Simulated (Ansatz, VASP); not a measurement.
Co in VASP and in Ansatz

```xyz
3
Lattice="4.0526 0.0000 0.0000 -2.0263 3.5096 0.0000 0.0000 0.0000 2.4966" Properties=species:S:1:pos:R:3 pbc="T T T"
Co   -2.0263    3.5096    0.0000
Co    0.0000    2.3397    1.2483
Co    2.0263    1.1699    1.2483
```

Alike in both runs: task single point; functional PBEsol; k mesh 11 × 11 × 15; occupations fermi-dirac, width 0.05 eV; collinear spin.

```csv
,VASP,Ansatz
version,VASP 6.6.1,Ansatz 0.2.0
potentials or method,"VASP PAW PBE potentials, release 64 (Co), cutoff 520 eV","plane waves (420 eV) with PAW, scalar-relativistic"
valence electrons in the cell,27,51
```

|  | VASP | Ansatz | Ansatz less VASP |
| --- | --- | --- | --- |
| pressure (GPa) | -21.0 | -20.6 | +0.31 |
| traceless stress, the component that is largest in VASP (GPa) | 0.66 | 0.62 | -0.039 |
| net moment per atom (μB) | 1.69 | 1.70 | +0.007 |
| size of the moment on the site where the two differ most (μB) | 1.69 | 1.74 | +0.053 |

VASP's potentials were made for PBE, not for PBEsol, and Ansatz warns of the same on its side. Site moments also hang on the region over which each program counts them. The functional is the same, so the differences come from potentials, cutoffs and numerics. VASP's potentials hold 27 valence electrons a cell and Ansatz's 51, so a difference there can come from the potentials and not from the codes.
